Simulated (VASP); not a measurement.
Here is a VASP 6.6.1 calculation.

Contents of POSCAR:

```
Ca
1.0
   -1.9568202410      1.9568202410      2.9352303615
    1.9568202410     -1.9568202410      2.9352303615
    1.9568202410      1.9568202410     -2.9352303615
Ca
1
Direct
    0.0000000000      0.0000000000      0.0000000000
```

INCAR.step1

```
ALGO = Normal
EDIFF = 1E-4
ENCUT = 520
GGA = PE
ISMEAR = 0
LASPH = True
LCHARG = False
LREAL = False
LWAVE = True
NBANDS = 11
NELM = 60
PREC = Accurate
SIGMA = 0.15
```

INCAR.step2

```
ALGO = Normal
EDIFF = 1E-6
ENCUT = 520
ISIF = 2
ISMEAR = 0
ISTART = 1
LASPH = True
LCHARG = False
LMIXTAU = True
LREAL = False
LWAVE = False
METAGGA = R2SCAN
NBANDS = 11
NELM = 60
PREC = Accurate
SIGMA = 0.15
```

The input KPOINTS:

```
k-points
0
Gamma
  16 16 16
```

Potentials or basis: VASP PAW PBE potentials, release 64 (Ca_sv).

Command:

```bash
$ cat potpaw_PBE.64/Ca_sv/POTCAR > POTCAR
$ cp INCAR.step1 INCAR
$ mpirun -np 1 vasp_std > vasp.out
$ cp INCAR.step2 INCAR
$ mpirun -np 1 vasp_std > vasp.out
```

(1) Predict the band gap on the k mesh.

(2) Predict the pressure.

Answers

(1) zero (bands 5 and 6 overlap by 0.62 eV).

(2) -0.7 GPa.

Caveat: the PAW data sets were made with another functional, which shifts forces and pressure a little.
